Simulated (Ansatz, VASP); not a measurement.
Rh in VASP and in Ansatz

```xyz
1
Lattice="0.0000 1.8968 1.8968 1.8968 0.0000 1.8968 1.8968 1.8968 0.0000" Properties=species:S:1:pos:R:3 pbc="T T T"
Rh    0.0000    0.0000    0.0000
```

Alike in both runs: functional PBE; dispersion D3(BJ); k mesh 18 × 18 × 18; occupations gaussian, width 0.1 eV; no spin polarisation.

Ansatz relaxed the structure, and its values are those at the end. VASP's run is a single point on that final structure, the one shown.

```csv
,VASP,Ansatz
version,VASP 6.6.1,Ansatz 0.2.0
potentials or method,"VASP PAW PBE potentials, release 64 (Rh_pv), cutoff 520 eV","scalar-relativistic, plane waves, PAW"
valence electrons in the cell,15,17
```

```tsv
	VASP	Ansatz	Ansatz less VASP
gap on the k mesh at the Fermi level (eV)	none	none	-
pressure (GPa)	0.0	0.0	-0.05
```

A gap of «none» marks a metal or a gap that the smearing closes. VASP's potentials hold 15 valence electrons a cell and Ansatz's 17, so a difference there can come from the potentials and not from the codes.
